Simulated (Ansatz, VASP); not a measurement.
**Two plane-wave programs on CuO**

File INCAR:

```
PREC = Accurate
ENCUT = 520
EDIFF = 1E-6
ISMEAR = -1
SIGMA = 0.05
LREAL = False
LASPH = True
NELM = 150
ALGO = Normal
ISIF = 2
LWAVE = False
LCHARG = True
ISPIN = 2
MAGMOM = 0.03 0.03 0.03 0.03 0 0 0 0
LORBIT = 11
LMAXMIX = 4
GGA = PE
LELF = True
LVHAR = True
NBANDS = 48
```

File KPOINTS:

```
Automatic mesh
0
Gamma
  4 7 4
```

The input POSCAR:

```
CuO
1.0
    4.6791000000     -3.4805000000      0.0000000000
    2.3395500000      1.7402500000      0.0000000000
   -0.7652000000      0.0000000000      5.0607800000
Cu O
4 4
Direct
    0.0000000000      0.5000000000      0.0000000000
    0.5000000000      0.5000000000      0.0000000000
    0.2500000000      0.0000000000      0.5000000000
    0.7500000000      0.0000000000      0.5000000000
    0.2738500000      0.4523000000      0.2500000000
    0.7738500000      0.4523000000      0.2500000000
    0.2261500000      0.5477000000      0.7500000000
    0.7261500000      0.5477000000      0.7500000000
```

Input for Ansatz:

```yaml
crystal:
  lattice:
    - [4.6791, -3.4805, 0.0]
    - [2.33955, 1.74025, 0.0]
    - [-0.7652, 0.0, 5.06078]
  atoms:
    - { symbol: Cu, position: [0.0, 0.5, 0.0], spin: 0.03 }
    - { symbol: Cu, position: [0.5, 0.5, 0.0], spin: 0.03 }
    - { symbol: Cu, position: [0.25, 0.0, 0.5], spin: 0.03 }
    - { symbol: Cu, position: [0.75, 0.0, 0.5], spin: 0.03 }
    - { symbol: O, position: [0.27385, 0.4523, 0.25] }
    - { symbol: O, position: [0.77385, 0.4523, 0.25] }
    - { symbol: O, position: [0.22615, 0.5477, 0.75] }
    - { symbol: O, position: [0.72615, 0.5477, 0.75] }
magnetization:
  spin_polarized: true
hamiltonian:
  xc: pbe
  pseudopotentials: { kind: paw }
basis:
  ecutwfc: 420
kpoints:
  mp_grid: { grid: [4, 7, 4] }
scf:
  occupations: { method: fermi_dirac, width: 0.05 }
  lower_state_search: "off"
output:
  forces: true
  stress: true
```

Change from the starting cell: parallel moments scaled by 0.03, plain SCF.

Alike in both runs: task single point; functional PBE; k mesh 4 × 7 × 4; occupations fermi-dirac, width 0.05 eV; collinear spin.

|  | VASP | Ansatz |
| --- | --- | --- |
| version | VASP 6.6.1 | Ansatz 0.2.0 |
| potentials or method | VASP PAW PBE potentials, release 64 (Cu, O), cutoff 520 eV | PAW, plane waves, scalar-relativistic |
| valence electrons in the cell | 68 | 100 |

|  | VASP | Ansatz | Ansatz less VASP |
| --- | --- | --- | --- |
| pressure (GPa) | 7.6 | 6.8 | -0.73 |
| traceless stress, the component that is largest in VASP (GPa) | 2.55 | 2.36 | -0.195 |
| rms of the force components (eV/Å) | 0.091 | 0.071 | -0.0197 |
| net moment per atom (μB) | 0.00 | 0.00 | 0.000 |

Atom by atom the forces differ by 0.020 eV/Å (rms over components). The functional is the same, so the differences come from potentials, cutoffs and numerics. VASP's potentials hold 68 valence electrons a cell and Ansatz's 100, so a difference there can come from the potentials and not from the codes. Ansatz's warnings: seeded moment not kept.
